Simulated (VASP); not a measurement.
# W: single point with HSE06

Crystal: W.

```
CELL_PARAMETERS angstrom
0.00000 1.98856 1.98856
1.98856 0.00000 1.98856
1.98856 1.98856 0.00000
ATOMIC_POSITIONS crystal
W 0.00000 0.00000 0.00000
```

This isn't the form of W at room conditions, which is bcc.

| Property | Result |
| --- | --- |
| Program | VASP 6.6.1 |
| Task | single point |
| Functional | HSE06 |
| Potentials or basis | VASP PAW PBE potentials, release 64 (W_sv) |
| Cutoff | 520 eV |
| k mesh | 6 × 6 × 6 |
| Occupations | fermi-dirac, width 0.05 eV |
| Spin | no spin polarisation |
| Dipole correction | no |
| Grid for exact exchange (PRECFOCK) | Normal |
| Further INCAR settings | ALGO = Normal; EDIFF = 1e-06; NBANDS = 13 |
| Share of exact exchange | 0.25 |
| Screening parameter | 0.2079 1/Å |

```
Pressure               : 10.5 GPa
Band gap on the k mesh : zero (bands 7 and 8 overlap by 3.99 eV)
```

Levels at points of the mesh, in eV from the Fermi level:
| k point | band 5 | band 6 | band 7 | band 8 | band 9 | band 10 |
| --- | --- | --- | --- | --- | --- | --- |
| (0.00, 0.00, 0.00) | -10.66 | -0.93 | -0.93 | -0.93 | 3.22 | 3.22 |
| (0.50, 0.00, 0.00) | -6.96 | -1.02 | -1.02 | 0.25 | 5.90 | 5.90 |
| (0.50, 0.50, 0.00) | -6.75 | -5.85 | 3.06 | 6.05 | 6.63 | 6.63 |

Wall time 8 min on 1 thread of Intel(R) Xeon(R) Platinum 8559C (Emerald Rapids), on a shared host, peak memory 0.23 GiB.

Caveat: the k points lie up to 0.46 Å⁻¹ apart, too coarse for converged energies and pressures of a metal; the PAW data sets were made with another functional, which shifts forces and pressure a little; spin-orbit coupling is left out, which moves the levels of the heavy elements.
